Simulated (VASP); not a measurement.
# FeO (Fm-3m) in VASP: notebook, part 2 of 3

VASP 6.6.1. The steps go on from the part before.

### Step 4. Single point, PBE, collinear spin, ferromagnetic start

Input file INCAR:

```
PREC = Accurate
ENCUT = 520
EDIFF = 1E-6
ISMEAR = 0
SIGMA = 0.05
LREAL = F
LASPH = T
NELM = 150
ALGO = Normal
ISIF = 2
LWAVE = F
LCHARG = F
ISPIN = 2
MAGMOM = 4 0
LORBIT = 11
LMAXMIX = 4
GGA = PE
NBANDS = 18
```

Input file KPOINTS:

```
Automatic mesh
0
Gamma
  14 14 14
```

Input file POSCAR:

```
FeO
1.0
    0.0000000000      2.1542589956      2.1542589956
    2.1542589956      0.0000000000      2.1542589956
    2.1542589956      2.1542589956      0.0000000000
Fe O
1 1
Direct
    0.0000000000      0.0000000000      0.0000000000
    0.5000000000      0.5000000000      0.5000000000
```

The run is started by

```
$ cat potpaw_PBE.64/Fe/POTCAR potpaw_PBE.64/O/POTCAR > POTCAR
$ mpirun -np 1 vasp_std > vasp.out
```

It took 41 s on 1 thread of Intel Xeon 6975P-C (Granite Rapids), shared host; peak memory 0.19 GiB.

The run converged. Its results:

- Free energy: -14.9313 eV
- Pressure: 0.0 GPa
- Band gap on the k mesh: zero (filled and empty bands overlap)
- Net moment: 4.00 μB per cell
- Site moments: Fe +3.62; O +0.30 μB
- Valence electrons inside the program's atomic spheres: Fe 6.73; O 5.00

Levels at points of the mesh, in eV from the Fermi level:
Spin up:
```tsv
k point	band 7	band 8	band 9	band 10	band 11	band 12
(0.00, 0.00, 0.00)	-3.80	-3.68	-3.68	0.10	15.48	17.05
(0.50, 0.00, 0.00)	-2.49	-0.33	-0.33	4.10	8.49	12.57
(0.50, 0.50, 0.00)	-2.80	-2.79	-2.79	5.30	8.76	10.78
```
Spin down:
```csv
k point,band 3,band 4,band 5,band 6,band 7,band 8
"(0.00, 0.00, 0.00)",-3.24,-3.24,-0.73,-0.73,-0.73,0.19
"(0.50, 0.00, 0.00)",-5.15,-5.15,0.39,0.39,0.60,2.79
"(0.50, 0.50, 0.00)",-4.42,-4.42,-2.11,0.74,0.74,0.74
```

Caveat: a cell with one magnetic atom can't hold antiferromagnetic order, which such compounds often take; semilocal functionals often make such compounds metallic where correlation or magnetic order opens a gap, which also shifts bond lengths.

### Step 5. Single point, PBE, collinear spin, ferromagnetic start

Input file INCAR:

```
SYSTEM = FeO
PREC = Accurate
ENCUT = 520
EDIFF = 1E-7
ISMEAR = 0
SIGMA = 0.05
LREAL = .FALSE.
LASPH = .TRUE.
NELM = 150
ALGO = Normal
ISIF = 2
LWAVE = .FALSE.
LCHARG = .FALSE.
ISPIN = 2
MAGMOM = 4 0
LORBIT = 11
LMAXMIX = 4
GGA = PE
NBANDS = 18
```

Input file KPOINTS:

```
regular mesh
0
G
  14 14 14
  0 0 0
```

POSCAR is that of step 4.

Potentials or basis: VASP PAW PBE potentials, release 64 (Fe, O).

The run is started by

```
$ cat potpaw_PBE.64/Fe/POTCAR potpaw_PBE.64/O/POTCAR > POTCAR
$ mpirun -np 1 vasp_std > vasp.out
```

OUTCAR:

```text
SYSTEM = FeO
   PREC = Accurate
   ENCUT = 520
   EDIFF = 1E-7
   ISMEAR = 0
   LREAL = .FALSE.
   LASPH = .TRUE.
   NELM = 150
   ISIF = 2
   ISPIN = 2
   LORBIT = 11
   GGA = PE

 ion  position               nearest neighbor table
   1  0.000  0.000  0.000-   2 2.15   2 2.15   2 2.15   2 2.15   2 2.15   2 2.15
   2  0.500  0.500  0.500-   1 2.15   1 2.15   1 2.15   1 2.15   1 2.15   1 2.15

  LATTYP: Found a face centered cubic cell.
 ALAT       =     4.3085179912

  Lattice vectors:

 A1 = (   0.0000000000,   2.1542589956,   2.1542589956)
 A2 = (   2.1542589956,   0.0000000000,   2.1542589956)
 A3 = (   2.1542589956,   2.1542589956,   0.0000000000)

Analysis of symmetry for initial positions (statically):
=====================================================================
 Subroutine PRICEL returns:
 Original cell was already a primitive cell.

 Routine SETGRP: Setting up the symmetry group for a
 face centered cubic supercell.

 Subroutine GETGRP returns: Found 48 space group operations
 (whereof 48 operations were pure point group operations)
 out of a pool of 48 trial point group operations.

The static configuration has the point symmetry O_h .

Analysis of symmetry for dynamics (positions and initial velocities):
=====================================================================
 Subroutine PRICEL returns:
 Original cell was already a primitive cell.

 Routine SETGRP: Setting up the symmetry group for a
 face centered cubic supercell.

 Subroutine GETGRP returns: Found 48 space group operations
 (whereof 48 operations were pure point group operations)
 out of a pool of 48 trial point group operations.

The dynamic configuration has the point symmetry O_h .

Analysis of structural, dynamic, and magnetic symmetry:
=====================================================================
 Subroutine PRICEL returns:
 Original cell was already a primitive cell.

 Routine SETGRP: Setting up the symmetry group for a
 face centered cubic supercell.

 Subroutine GETGRP returns: Found 48 space group operations
 (whereof 48 operations were pure point group operations)
 out of a pool of 48 trial point group operations.

The overall configuration has the point symmetry O_h .

 Subroutine INISYM returns: Found 48 space group operations
 (whereof 48 operations are pure point group operations),
 and found     1 'primitive' translations

----------------------------------------------------------------------------------------

                                     Primitive cell

  volume of cell :      19.9951

  direct lattice vectors                    reciprocal lattice vectors
     0.000000000  2.154258996  2.154258996    -0.232098369  0.232098369  0.232098369
     2.154258996  0.000000000  2.154258996     0.232098369 -0.232098369  0.232098369
     2.154258996  2.154258996  0.000000000     0.232098369  0.232098369 -0.232098369

  length of vectors
     3.046582288  3.046582288  3.046582288     0.402006168  0.402006168  0.402006168

  position of ions in fractional coordinates (direct lattice)
     0.000000000  0.000000000  0.000000000
     0.500000000  0.500000000  0.500000000

  ion indices of the primitive-cell ions
   primitive index   ion index
                 1           1
                 2           2

----------------------------------------------------------------------------------------

 KPOINTS: regular mesh

Automatic generation of k-mesh.
 Grid dimensions read from file:
[... 57 lines left out ...]
   ISTART =      0    job   : 0-new  1-cont  2-samecut
   ICHARG =      2    charge: 1-file 2-atom 10-const
   ISPIN  =      2    spin polarized calculation?
   LNONCOLLINEAR =      F non collinear calculations
   LSORBIT =      F    spin-orbit coupling
   LASPH  =      T    aspherical Exc in radial PAW
   ENCUT  =  520.0 eV  38.22 Ry    6.18 a.u.   5.66  5.66  5.66*2*pi/ulx,y,z
   NELM   =    150;   NELMIN=  2; NELMDL= -5     # of ELM steps
   EDIFF  = 0.1E-06   stopping-criterion for ELM
   LREAL  =      F    real-space projection
   EDIFFG = 0.1E-05   stopping-criterion for IOM
   NSW    =      0    number of steps for IOM
   IBRION =     -1    ionic relax: 0-MD 1-quasi-New 2-CG
   NFREE  =      0    steps in history (QN), initial steepest desc. (CG)
   ISIF   =      2    stress and relaxation
   ISYM   =      2    0-nonsym 1-usesym 2-fastsym
   POTIM  = 0.5000    time-step for ionic-motion
   TEBEG  =    0.0;   TEEND  =   0.0 temperature during run
   PSTRESS=    0.0 pullay stress
   NELECT =      14.0000    total number of electrons
   NUPDOWN=      -1.0000    fix difference up-down
   EMIN   =  10.00;   EMAX   =-10.00  energy-range for DOS
   EFERMI =   0.00;   METHOD = LEGACY
   ISMEAR =     0;   SIGMA  =   0.05  broadening in eV -4-tet -1-fermi 0-gaus
   EFERMI_NEDOS =   21; number of points for ismear=-14 and -15
   IALGO  =     38    algorithm
   IMIX   =      4    mixing-type and parameters
     AMIX     =   0.40;   BMIX     =  1.00
     AMIX_MAG =   1.60;   BMIX_MAG =  1.00
  volume/ion in A,a.u.               =      10.00        67.47
  Fermi-wavevector in a.u.,A,eV,Ry     =   1.453705  2.747104 28.752621  2.113258
  Thomas-Fermi vector in A             =   2.570941
   LORBIT       =     11    0 simple, 1 ext, 2 COOP (PROOUT), +10 PAW based schemes
   GGA     = PE    functional components
   LHFCALC =     F    Hartree Fock is set to
   AEXX    =    0.0000 exact exchange contribution
   IVDW    =     0    specifies the selected vdW correction
   LEPSILON=     F    determine dielectric tensor
   LRPA    =     F    only Hartree local field effects (RPA)
 spin polarized calculation
 Gauss-broadening in eV      SIGMA  =   0.05
  energy-cutoff  :      520.00
  volume of cell :       20.00
 maximum number of plane-waves:       549
   NGX = 11   NGY = 11   NGZ = 11

 number of electron      13.9999998 magnetization       3.9992287

 Free energy of the ion-electron system (eV)
  ---------------------------------------------------
  ext. energy  EPLUGINS =         0.00000000
  ---------------------------------------------------
  free energy    TOTEN  =       -14.93127875 eV

  energy without entropy =      -14.92952767  energy(sigma->0) =      -14.93040321

 E-fermi :   6.2153     XC(G=0): -12.1728

 val. band max:        6.2095988024   @ k =  -0.2857   0.3571   0.1429
 cond. band min:       6.2448125223   @ k =   0.2143   0.1429   0.0000
 fundamental gap:      0.0352137199
 Fermi energy:         6.2152927699

 spin component 1

 k-point     1 :       0.0000    0.0000    0.0000
  band No.  band energies     occupation
      1     -14.5149      1.00000
      2       2.3422      1.00000
      3       2.3422      1.00000
      4       2.3422      1.00000
      5       2.4179      1.00000
      6       2.4179      1.00000
[... 493 lines left out ...]
     17      32.9056      0.00000
     18      33.7889      0.00000

 [... further k-points ...]

 spin component 2

 k-point     1 :       0.0000    0.0000    0.0000
  band No.  band energies     occupation
      1     -13.9827      1.00000
      2       2.9759      1.00000
      3       2.9759      1.00000
      4       2.9759      1.00000
      5       5.4806      1.00000
      6       5.4808      1.00000
[... 493 lines left out ...]
     17      33.7796      0.00000
     18      34.9227      0.00000

 [... further k-points ...]
[... 5 lines left out ...]
  --------------------------------------------------------------------------------------
  -------------------------------------------------------------------------------------
  Total        0.0061255      0.0061255      0.0061255     -0.0000000      0.0000000      0.0000000
  in kB        0.4908308      0.4908308      0.4908308     -0.0000000      0.0000000      0.0000000
  external PRESSURE =       0.4908308 kB  Pullay stress =       0.0000000 kB

 VOLUME and BASIS-vectors are now :
 -----------------------------------------------------------------------------
  energy-cutoff  :      520.00
  volume of cell :       20.00
      direct lattice vectors                 reciprocal lattice vectors
     0.000000000  2.154258996  2.154258996    -0.232098369  0.232098369  0.232098369
     2.154258996  0.000000000  2.154258996     0.232098369 -0.232098369  0.232098369
     2.154258996  2.154258996  0.000000000     0.232098369  0.232098369 -0.232098369

 POSITION                                       TOTAL-FORCE (eV/Angst)
 -----------------------------------------------------------------------------------
      0.00000      0.00000      0.00000        -0.000000      0.000000      0.000000
      2.15426      2.15426      2.15426         0.000000      0.000000     -0.000000
 -----------------------------------------------------------------------------------
    total drift:                                0.000000     -0.000000      0.000000

  FREE ENERGIE OF THE ION-ELECTRON SYSTEM (eV)
  ---------------------------------------------------
  free  energy   TOTEN  =       -14.9312787514 eV

  energy  without entropy=      -14.9295276678  energy(sigma->0) =      -14.93040321

 total charge

# of ion       s       p       d       tot
------------------------------------------
    1        0.288   0.359   6.087   6.734
    2        1.556   3.439   0.000   4.995
--------------------------------------------------
tot          1.844   3.798   6.087  11.729

 magnetization (x)

# of ion       s       p       d       tot
------------------------------------------
    1        0.027   0.021   3.571   3.619
    2        0.030   0.272   0.000   0.302
--------------------------------------------------
tot          0.057   0.293   3.571   3.920
```

OSZICAR:

```text
N       E                     dE             d eps       ncg     rms          rms(c)
DAV:   1     0.670261796710E+02    0.67026E+02   -0.71830E+03  8136   0.949E+02
DAV:   2    -0.134362173982E+02   -0.80462E+02   -0.68144E+02  7694   0.203E+02
DAV:   3    -0.176980752100E+02   -0.42619E+01   -0.41814E+01  8722   0.501E+01
DAV:   4    -0.177294507739E+02   -0.31376E-01   -0.31361E-01  9158   0.406E+00
DAV:   5    -0.177296644617E+02   -0.21369E-03   -0.21368E-03  8890   0.346E-01    0.158E+01
DAV:   6    -0.156335528239E+02    0.20961E+01   -0.15709E+01  9984   0.554E+01    0.191E+01
DAV:   7    -0.149581323945E+02    0.67542E+00   -0.32528E+00  9750   0.341E+01    0.932E+00
DAV:   8    -0.149513933122E+02    0.67391E-02   -0.17830E-01  9402   0.456E+00    0.538E+00
DAV:   9    -0.149319474901E+02    0.19446E-01   -0.81745E-02 11690   0.455E+00    0.129E+00
DAV:  10    -0.149311259840E+02    0.82151E-03   -0.20369E-02 10032   0.293E+00    0.220E-01
DAV:  11    -0.149312387076E+02   -0.11272E-03   -0.33236E-03 10280   0.586E-01    0.718E-02
DAV:  12    -0.149312630120E+02   -0.24304E-04   -0.84770E-05  8428   0.737E-02    0.500E-02
DAV:  13    -0.149312757588E+02   -0.12747E-04   -0.37995E-05 11104   0.819E-02    0.174E-02
DAV:  14    -0.149312788258E+02   -0.30670E-05   -0.60312E-06  8368   0.212E-02    0.938E-03
DAV:  15    -0.149312787514E+02    0.74304E-07   -0.26020E-07  8524   0.414E-03
   1 F= -.14931279E+02 E0= -.14930403E+02  d E =-.175108E-02  mag=     4.0001
```

Run time: 43 s. Hardware: 1 thread of Intel Xeon 6975P-C (Granite Rapids), shared host; peak memory 0.19 GiB.

What came out:

* Free energy: -14.9313 eV
* Pressure: 0.0 GPa
* Band gap on the k mesh: zero (filled and empty bands overlap)
* Net moment: 4.00 μB per cell
* Site moments: Fe +3.62; O +0.30 μB
* Valence electrons inside the program's atomic spheres: Fe 6.73; O 5.00

Caveat: a cell with one magnetic atom can't hold antiferromagnetic order, which such compounds often take; semilocal functionals often make such compounds metallic where correlation or magnetic order opens a gap, which also shifts bond lengths.

(Continued in part 3 of 3.)
